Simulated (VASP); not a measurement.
Zn:

```
CELL_PARAMETERS angstrom
0.00000 2.00331 2.00331
2.00331 0.00000 2.00331
2.00331 2.00331 0.00000
ATOMIC_POSITIONS crystal
Zn 0.00000 0.00000 0.00000
```

This isn't the form of Zn at room conditions, which is hcp.

Base run:

```yaml
Program: VASP 6.6.1
Functional: r2SCAN
Potentials_or_basis: VASP PAW PBE potentials, release 64 (Zn)
Cutoff: 550 eV
k_mesh: 12 × 12 × 12
Occupations: fermi-dirac, width 0.05 eV
Spin: no spin polarisation
```

Its results: band gap on the k mesh zero (bands 6 and 7 overlap by 3.72 eV); pressure -7.3 GPa.

Task: The run is repeated on the same cell with these changes: functional from r2SCAN to LDA; potentials or basis from VASP PAW PBE potentials, release 64 (Zn) to VASP PAW LDA potentials, release 64 (Zn); cutoff from 550 eV to 520 eV. What comes out?

Result: Band gap on the k mesh zero (bands 6 and 7 overlap by 3.74 eV); pressure -10.5 GPa.

Caveats: the cell stands under tension; the PAW data sets were made with another functional, which shifts forces and pressure a little (at least some runs).
